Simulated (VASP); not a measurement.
A run of VASP 6.6.1 is set up as follows.

Contents of INCAR:

```
SYSTEM = BaTiO3
  ALGO = Normal
  EDIFF = 1E-6
  ENCUT = 910
  GGA = PS
  GGA_COMPAT = .False.
  ISIF = 2
  ISMEAR = 0
  LASPH = .True.
  LCHARG = .False.
  LREAL = .False.
  LWAVE = .False.
  NBANDS = 28
  NELM = 120
  PREC = Accurate
  SIGMA = 0.02
```

File KPOINTS:

```
k-points
0
Gamma
  8 8 8
  0 0 0
```

Contents of POSCAR:

```
BaTiO3
1.0
    3.9698624762      0.0000000000      0.0000000000
    0.0000000000      3.9698624762      0.0000000000
    0.0000000000      0.0000000000      3.9698883025
Ba Ti O
1 1 3
Direct
    0.0000000000      0.0000000000      0.0000000000
    0.5000000000      0.5000000000      0.5000000000
    0.5000000000      0.5000000000      0.0000000000
    0.5000000000      0.0000000000      0.5000000000
    0.0000000000      0.5000000000      0.5000000000
```

Potentials or basis: VASP PAW PBE potentials, release 64 (Ba_sv, Ti_sv, O_h).

Run with:

```sh
$ cat potpaw_PBE.64/Ba_sv/POTCAR potpaw_PBE.64/Ti_sv/POTCAR potpaw_PBE.64/O_h/POTCAR > POTCAR
$ mpirun -np 1 vasp_std > vasp.out
```

Q: Predict the band gap on the k mesh.

A: 1.75 eV, indirect (least direct gap 1.87 eV).

Q: What does it give for the pressure?

A: 1.7 GPa.

Caveat: the cutoff is under 1.25 times the usual one of these potentials, so pressure, stress and relaxed cells hold a basis-set (Pulay) error; the PAW data sets were made with another functional, which shifts forces and pressure a little; spin-orbit coupling is left out, which moves the levels of the heavy elements. A k mesh can miss the band edges.
